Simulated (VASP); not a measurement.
Wanted: the native input for a VASP 6.6.1 run.

| Property | Result |
| --- | --- |
| Task | single point |
| Functional | HSE06 |
| Potentials or basis | VASP PAW PBE potentials, release 64 (Mg, F) |
| Cutoff | 520 eV |
| k mesh | 4 × 4 × 4 |
| Occupations | gaussian, width 0.01 eV |
| Spin | no spin polarisation |
| Dipole correction | no |
| Grid for exact exchange (PRECFOCK) | Normal |
| Further INCAR settings | ALGO = Normal; EDIFF = 1e-06; NBANDS = 25 |
| Screening parameter | 0.2079 1/Å |

MgF2:

```
Mg F
1.0
     4.62190    0.00000    0.00000
     0.00000    4.62209    0.00000
     0.00000    0.00000    3.04615
Mg F
2 4
Direct
  0.50000 0.50000 0.50000
  0.00000 0.00000 0.00000
  0.80291 0.19701 0.50000
  0.19709 0.80299 0.50000
  0.30291 0.30299 0.00000
  0.69709 0.69701 0.00000
```

One way to write it, as run:

POSCAR

```
MgF2
1.0
    4.6218997728      0.0000000000      0.0000000000
    0.0000000000      4.6220926162      0.0000000000
    0.0000000000      0.0000000000      3.0461460124
Mg F
2 4
Direct
    0.5000000000      0.5000000000      0.5000000000
    0.0000000000      0.0000000000      0.0000000000
    0.8029114217      0.1970073647      0.5000000000
    0.1970885783      0.8029926353      0.5000000000
    0.3029114217      0.3029926353      0.0000000000
    0.6970885783      0.6970073647      0.0000000000
```

INCAR.step1

```
SYSTEM = MgF2
  ALGO = Normal
  EDIFF = 1E-5
  ENCUT = 520
  GGA = PE
  GGA_COMPAT = .FALSE.
  ISIF = 2
  ISMEAR = 0
  KPAR = 4
  LASPH = .TRUE.
  LCHARG = .FALSE.
  LREAL = .FALSE.
  LWAVE = .TRUE.
  NBANDS = 25
  NELM = 120
  PREC = Accurate
  SIGMA = 0.01
```

INCAR.step2

```
SYSTEM = MgF2
  ALGO = Normal
  EDIFF = 1E-6
  ENCUT = 520
  GGA = PE
  GGA_COMPAT = .FALSE.
  HFSCREEN = 0.2079
  ISIF = 2
  ISMEAR = 0
  ISTART = 1
  KPAR = 4
  LASPH = .TRUE.
  LCHARG = .FALSE.
  LHFCALC = .TRUE.
  LREAL = .FALSE.
  LWAVE = .FALSE.
  NBANDS = 25
  NELM = 120
  PREC = Accurate
  PRECFOCK = Normal
  SIGMA = 0.01
```

KPOINTS

```
k-points
0
G
  4 4 4
  0 0 0
```

Potentials or basis: VASP PAW PBE potentials, release 64 (Mg, F).

The run is started by

```console
$ cat potpaw_PBE.64/Mg/POTCAR potpaw_PBE.64/F/POTCAR > POTCAR
$ cp INCAR.step1 INCAR
$ mpirun -np 4 vasp_std > vasp.out
$ cp INCAR.step2 INCAR
$ mpirun -np 4 vasp_std > vasp.out
```

Results of the run:

- Pressure: 0.7 GPa
- Largest force: 0.016 eV/Å
- Band gap on the k mesh: 9.41 eV, direct

Caveat: the k points lie up to 0.52 Å⁻¹ apart; the PAW data sets were made with another functional, which shifts forces and pressure a little.

It took 12 min on 4 MPI ranks on Intel(R) Xeon(R) 6975P-C (Granite Rapids), with other jobs on the host, peak memory 0.31 GiB a rank.
